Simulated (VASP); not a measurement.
A run of VASP 6.6.1 is set up as follows.

File INCAR:

```
SYSTEM = GaN
PREC     = Accurate       ! precision mode
ENCUT    = 520            ! plane-wave cutoff, eV
EDIFF    = 1E-6           ! SCF threshold, eV
ISMEAR   = 0              ! smearing method
SIGMA    = 0.05           ! smearing width, eV
LREAL    = .False.        ! projectors in reciprocal space
LASPH    = .True.         ! aspherical terms in the spheres
NELM     = 60             ! most SCF steps
ALGO     = Normal         ! electronic algorithm
ISIF     = 2              ! what is computed and relaxed
LWAVE    = .False.        ! write WAVECAR
LCHARG   = .False.        ! write CHGCAR
GGA      = PE             ! functional
NBANDS   = 16             ! bands
```

Contents of KPOINTS:

```
Automatic mesh
0
Gamma
  10 10 10
  0 0 0
```

File POSCAR:

```
GaN
1.0
    0.0000000000      2.3661756379      2.1408255771
    2.3661756379      0.0000000000      2.1408255771
    2.3661756379      2.3661756379      0.0000000000
Ga N
1 1
Direct
    0.0000000000      0.0000000000      0.0000000000
    0.7500000000      0.7500000000      0.7500000000
```

Potentials or basis: VASP PAW PBE potentials, release 64 (Ga_d, N).

The run is started by

```console
$ cat potpaw_PBE.64/Ga_d/POTCAR potpaw_PBE.64/N/POTCAR > POTCAR
$ mpirun -np 1 vasp_std > vasp.out
```

Problem. Predict the band gap on the k mesh.

Solution. 1.14 eV, direct.

Problem. What does it give for the pressure?

Solution. -3.6 GPa.

Stress tensor (GPa, compression positive):
```
-6.87  0.00  0.00
 0.00 -6.87  0.00
 0.00  0.00  3.08
```

Caveat: the cell differs from its parent crystal (strain +0.050 along x and y, -0.050 along z).
